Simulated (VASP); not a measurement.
InSb3, 4 atoms in the cell. Symmetry: I4mm, No. 107, tetragonal system. The conventional cell has a = 5.366 Å, b = 5.366 Å, c = 7.589 Å, α = 90.00°, β = 90.00°, γ = 90.00°. Within 4.3 Å of In (site symmetry 4mm) lie 14 Sb at 3.26 to 3.84 Å. Within 4.3 Å of Sb (site symmetry 2mm) lie 4 In at 3.26 to 3.31 Å and 10 Sb at 3.29 to 3.79 Å. Within 4.3 Å of Sb (site symmetry 4mm) lie 8 Sb at 3.29 Å and 6 In at 3.75 to 3.84 Å.  This cell differs from its parent crystal: one atom moved.

```yaml
Program: VASP 6.6.1
Task: single point
Functional: PBE
Potentials_or_basis: VASP PAW PBE potentials, release 64 (In_d, Sb)
Cutoff: 520 eV
k_mesh: 8 × 8 × 8
Occupations: gaussian, width 0.1 eV
Spin: no spin polarisation
Dipole_correction: no
Further_INCAR_settings: ALGO = Normal; EDIFF = 1e-06; NBANDS = 22
```

Potentials or basis: VASP PAW PBE potentials, release 64 (In_d, Sb).

Run with:

```bash
$ cat potpaw_PBE.64/In_d/POTCAR potpaw_PBE.64/Sb/POTCAR > POTCAR
$ mpirun -np 1 vasp_std > vasp.out
```

Hardware: 1 thread of Intel(R) Xeon(R) 6975P-C (Granite Rapids) (shared host).

Problem. How long does it take, and how much memory?

Solution. Wall time 50 s on 1 thread of Intel(R) Xeon(R) 6975P-C (Granite Rapids), with other jobs on the host, peak memory 0.31 GiB. Counts: scf iterations 11, k points 59.
